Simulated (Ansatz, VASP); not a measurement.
## One calculation of SiC, two programs

The input INCAR:

```
SYSTEM = SiC
  PREC = Accurate
  ENCUT = 520
  EDIFF = 1E-7
  ISMEAR = 0
  SIGMA = 0.02
  LREAL = .FALSE.
  LASPH = .TRUE.
  NELM = 120
  ALGO = Normal
  ISIF = 2
  LWAVE = .FALSE.
  LCHARG = .FALSE.
  GGA = PS
  IBRION = 2
  NSW = 60
  EDIFFG = -0.002
  GGA_COMPAT = .FALSE.
  NELMIN = 4
```

Contents of KPOINTS:

```
regular mesh
0
G
  9 9 9
  0 0 0
```

POSCAR

```
SiC
1.0
    0.0348548829      2.1806086133      2.1806086133
    2.1806086133      0.0348548829      2.1806086133
    2.1806086133      2.1806086133      0.0348548829
Si C
1 1
Direct
    0.0000000000      0.0000000000      0.0000000000
    0.2500000000      0.2500000000      0.2500000000
```

Input for Ansatz:

```yaml
crystal:
  lattice:
    - [0.0348548829, 2.1806086133, 2.1806086133]
    - [2.1806086133, 0.0348548829, 2.1806086133]
    - [2.1806086133, 2.1806086133, 0.0348548829]
  atoms:
    - { symbol: Si, position: [0.0, 0.0, 0.0] }
    - { symbol: C, position: [0.25, 0.25, 0.25] }
basis:
  ecutwfc: 600.0
kpoints:
  mp_grid: { grid: [9, 9, 9] }
hamiltonian:
  xc: pbesol
  pseudopotentials: { kind: paw }
scf:
  occupations: { method: gaussian, width: 0.02 }
output:
  forces: true
  stress: true
  eigenvalues: true
relax:
  adjacent_minimum: "off"
  f_tol: 0.002
  max_steps: 40
```

Change from the starting cell: strained cell.

Alike in both runs: task relaxation of the atoms; functional PBEsol; k mesh 9 × 9 × 9; occupations gaussian, width 0.02 eV; no spin polarisation.

```csv
,VASP,Ansatz
version,VASP 6.6.1,Ansatz 0.2.0
potentials or method,"VASP PAW PBE potentials, release 64 (Si, C), cutoff 520 eV","scalar-relativistic, plane waves, PAW"
valence electrons in the cell,8,8
```

|  | VASP | Ansatz | Ansatz less VASP |
| --- | --- | --- | --- |
| gap on the k mesh at the Fermi level, each at its own relaxed structure (eV) | 1.26 | 1.27 | +0.011 |

VASP's potentials were made for PBE, not for PBEsol. Ansatz's warnings: stress scf threshold loose.
